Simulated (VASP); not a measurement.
# BiH in VASP: density of states with PBE

Aim: the density of states of BiH with PBE.

Program: VASP 6.6.1. These are calculated values, not measurements. Logs are shortened: lines on timing, memory, paths and dates and some standing lists are left out, and cuts for length are marked.

### Step 1. The cell of the first run

The cell holds a sheet with vacuum, 2 atoms: a = 3.323 Å, b = 3.323 Å, c = 23.800 Å, α = 90.00°, β = 90.00°, γ = 90.01°.

### Step 2. Density of states, PBE

File POSCAR:

```
BiH
1.0
    3.2930630955      0.4483712365      0.0000000000
   -0.4490238853      3.2929741674      0.0000000000
    0.0000000000      0.0000000000     23.8000000000
Bi H
1 1
Direct
    0.0000000000      0.0000000000      0.2941176471
    0.5000000000      0.5000000000      0.2941176471
```

File INCAR.step1:

```
SYSTEM = BiH
ALGO = Normal
DIPOL = 0.5 0.5 0.294
EDIFF = 1E-6
ENCUT = 520
GGA = PE
IDIPOL = 3
ISIF = 2
ISMEAR = 0
LASPH = .TRUE.
LCHARG = .TRUE.
LDIPOL = .TRUE.
LREAL = .FALSE.
LWAVE = .FALSE.
NBANDS = 15
NELM = 100
PREC = Accurate
SIGMA = 0.1
```

File KPOINTS.step1:

```
k-points
0
G
  16 16 1
  0 0 0
```

File INCAR.step2:

```
SYSTEM = BiH
ALGO = Normal
DIPOL = 0.5 0.5 0.294
EDIFF = 1E-6
ENCUT = 520
GGA = PE
ICHARG = 11
IDIPOL = 3
ISIF = 2
ISMEAR = -5
LASPH = .TRUE.
LCHARG = .FALSE.
LDIPOL = .TRUE.
LORBIT = 11
LREAL = .FALSE.
LWAVE = .FALSE.
NBANDS = 15
NEDOS = 1001
NELM = 100
PREC = Accurate
SIGMA = 0.1
```

File KPOINTS.step2:

```
k-points
0
G
  24 24 1
  0 0 0
```

Potentials or basis: VASP PAW PBE potentials, release 64 (Bi_d, H).

Launch:

```bash
$ cat potpaw_PBE.64/Bi_d/POTCAR potpaw_PBE.64/H/POTCAR > POTCAR
$ cp INCAR.step1 INCAR
$ cp KPOINTS.step1 KPOINTS
$ mpirun -np 1 vasp_std > vasp.out
$ cp INCAR.step2 INCAR
$ cp KPOINTS.step2 KPOINTS
$ mpirun -np 1 vasp_std > vasp.out
```

OUTCAR:

```text
SYSTEM = BiH
   EDIFF = 1E-6
   ENCUT = 520
   GGA = PE
   ICHARG = 11
   ISIF = 2
   ISMEAR = -5
   LASPH = .TRUE.
   LORBIT = 11
   LREAL = .FALSE.
   NELM = 100
   PREC = Accurate

 ion  position               nearest neighbor table
   1  0.000  0.000  0.294-   2 2.35   2 2.35   2 2.35   2 2.35
   2  0.500  0.500  0.294-   1 2.35   1 2.35   1 2.35   1 2.35

  LATTYP: Found a base centered orthorhombic cell.
 ALAT       =     4.6995983297
 B/A-ratio  =     1.0001982113
 C/A-ratio  =     5.0642625881

  Lattice vectors:

 A1 = (   3.2930630955,   0.4483712365,   0.0000000000)
 A2 = (  -0.4490238853,   3.2929741674,   0.0000000000)
 A3 = (   0.0000000000,   0.0000000000,  23.8000000000)

Analysis of symmetry for initial positions (statically):
=====================================================================
 Subroutine PRICEL returns:
 Original cell was already a primitive cell.

 Routine SETGRP: Setting up the symmetry group for a
 base centered orthorhombic supercell.

 Subroutine GETGRP returns: Found  8 space group operations
 (whereof  4 operations were pure point group operations)
 out of a pool of  8 trial point group operations.

The static configuration has the point symmetry C_2v.
 The point group associated with its full space group is D_2h.

Analysis of symmetry for dynamics (positions and initial velocities):
=====================================================================
 Subroutine PRICEL returns:
 Original cell was already a primitive cell.

 Routine SETGRP: Setting up the symmetry group for a
 base centered orthorhombic supercell.

 Subroutine GETGRP returns: Found  8 space group operations
 (whereof  4 operations were pure point group operations)
 out of a pool of  8 trial point group operations.

The dynamic configuration has the point symmetry C_2v.
 The point group associated with its full space group is D_2h.

 Subroutine INISYM returns: Found  8 space group operations
 (whereof  4 operations are pure point group operations),
 and found     1 'primitive' translations

----------------------------------------------------------------------------------------

                                     Primitive cell

  volume of cell :     262.8782

  direct lattice vectors                    reciprocal lattice vectors
     3.293063095  0.448371236  0.000000000     0.298133490  0.040652933  0.000000000
    -0.449023885  3.292974167  0.000000000    -0.040593845  0.298141541  0.000000000
     0.000000000  0.000000000 23.800000000     0.000000000  0.000000000  0.042016807

  length of vectors
[... 109 lines left out ...]
   GGA     = PE    functional components
   LHFCALC =     F    Hartree Fock is set to
   AEXX    =    0.0000 exact exchange contribution
   IVDW    =     0    specifies the selected vdW correction
   LEPSILON=     F    determine dielectric tensor
   LRPA    =     F    only Hartree local field effects (RPA)
 non-spin polarized calculation
 Fermi weights with tetrahedron method with Bloechl corrections
  energy-cutoff  :      520.00
  volume of cell :      262.88
 maximum number of plane-waves:      7144
 NGX is ok and might be reduce to    28

 number of electron      16.0000003 magnetization

 dipolmoment           0.000000      0.000000     -0.000134 electrons x Angstroem

 Free energy of the ion-electron system (eV)
  ---------------------------------------------------
  ext. energy  EPLUGINS =         0.00000000
  ---------------------------------------------------
  free energy    TOTEN  =        -5.73132884 eV

  energy without entropy =       -5.73132884  energy(sigma->0) =       -5.73132884

 E-fermi :  -3.1193     XC(G=0):  -1.9483

 val. band max:       -3.0993355952   @ k =  -0.0417   0.0417   0.0000
 cond. band min:      -3.1568986915   @ k =  -0.3333   0.2500   0.0000
 fundamental gap:     -0.0575630963
 Fermi energy:        -3.1192570763

 k-point     1 :       0.0000    0.0000    0.0000
  band No.  band energies     occupation
      1     -26.1591      2.00000
      2     -25.9258      2.00000
      3     -25.8844      2.00000
      4     -25.8253      2.00000
      5     -25.8253      2.00000
      6     -15.7279      2.00000
      7      -5.2359      2.00000
      8      -2.7293      0.00000
      9       0.0967      0.00000
     10       0.0980      0.00000
     11       0.2587      0.00000
     12       1.3005      0.00000
     13       1.6299      0.00000
     14       2.3288      0.00000
[... 401 lines left out ...]
      2     -25.9582      2.00000
      3     -25.8994      2.00000
      4     -25.8203      2.00000
      5     -25.7888      2.00000
      6     -13.5796      2.00000
      7      -9.5386      2.00000
      8      -3.2430      2.00000
      9       1.1374      0.00000
     10       1.2388      0.00000
     11       1.9092      0.00000
     12       3.1346      0.00000
     13       4.2561      0.00000
     14       4.2744      0.00000
     15       4.5180      0.00000

 [... further k-points ...]

------------------------ aborting loop because EDIFF is reached ----------------------------------------

 vacuum level on the upper side and lower side of the slab       (xc-potential included)        -0.008        -0.006

  FORCE on cell =-STRESS in cart. coord.  units (eV):
  Direction    XX          YY          ZZ          XY          YZ          ZX
  --------------------------------------------------------------------------------------
  -------------------------------------------------------------------------------------
  Total        0.0705760      0.0673087      0.2788204     -0.0058833      0.0000000      0.0000000
  in kB        0.4301431      0.4102302      1.6993415     -0.0358573      0.0000000      0.0000000
  external PRESSURE =       0.8465716 kB  Pullay stress =       0.0000000 kB

 VOLUME and BASIS-vectors are now :
 -----------------------------------------------------------------------------
  energy-cutoff  :      520.00
  volume of cell :      262.88
      direct lattice vectors                 reciprocal lattice vectors
     3.293063095  0.448371236  0.000000000     0.298133490  0.040652933  0.000000000
    -0.449023885  3.292974167  0.000000000    -0.040593845  0.298141541  0.000000000
     0.000000000  0.000000000 23.800000000     0.000000000  0.000000000  0.042016807

 POSITION                                       TOTAL-FORCE (eV/Angst)
 -----------------------------------------------------------------------------------
      0.00000      0.00000      7.00000         0.000000      0.000000     -0.000000
      1.42202      1.87067      7.00000        -0.000000      0.000000      0.000000
 -----------------------------------------------------------------------------------
    total drift:                               -0.000000     -0.000000     -0.027353

  FREE ENERGIE OF THE ION-ELECTRON SYSTEM (eV)
  ---------------------------------------------------
  free  energy   TOTEN  =        -5.7313288393 eV

  energy  without entropy=       -5.7313288393  energy(sigma->0) =       -5.73132884

 vacuum level on the upper side and lower side of the slab         1.542         1.544

 total charge

# of ion       s       p       d       tot
------------------------------------------
    1        1.570   1.223   9.924  12.717
    2        0.458   0.011   0.000   0.469
--------------------------------------------------
tot          2.028   1.234   9.924  13.186
```

OUTCAR.step1:

```text
SYSTEM = BiH
   EDIFF = 1E-6
   ENCUT = 520
   GGA = PE
   ISIF = 2
   ISMEAR = 0
   LASPH = .TRUE.
[... 664 lines left out ...]
      0.00000      0.00000      7.00000        -0.000000      0.000000      0.000000
      1.42202      1.87067      7.00000         0.000000      0.000000     -0.000000
 -----------------------------------------------------------------------------------
    total drift:                               -0.000000     -0.000000      0.000104

  FREE ENERGIE OF THE ION-ELECTRON SYSTEM (eV)
  ---------------------------------------------------
  free  energy   TOTEN  =        -5.7395233172 eV

  energy  without entropy=       -5.7351211314  energy(sigma->0) =       -5.73732222

 vacuum level on the upper side and lower side of the slab         1.543         1.543
```

Wall time 15 min (1 thread of AMD EPYC 7R43 (Zen 3), shared host); peak memory 0.74 GiB.

What came out:

```yaml
Valence_electrons_inside_the_program's_atomic_spheres: Bi 12.72; H 0.47
```

Levels at points of the mesh, in eV from the Fermi level:
| k point | band 5 | band 6 | band 7 | band 8 | band 9 | band 10 | band 11 | band 12 |
| --- | --- | --- | --- | --- | --- | --- | --- | --- |
| (0.00, 0.00, 0.00) | -22.71 | -12.61 | -2.12 | 0.39 | 3.22 | 3.22 | 3.38 | 4.42 |
| (0.50, 0.00, 0.00) | -22.67 | -10.40 | -6.57 | -0.09 | 4.24 | 4.45 | 5.32 | 6.57 |
| (0.50, 0.50, 0.00) | -22.65 | -8.65 | -2.96 | -2.57 | -2.57 | 1.76 | 7.25 | 7.26 |

Caveat: spin-orbit coupling is left out, which moves the levels of the heavy elements; tetrahedron occupations give inexact forces and stress in metals.
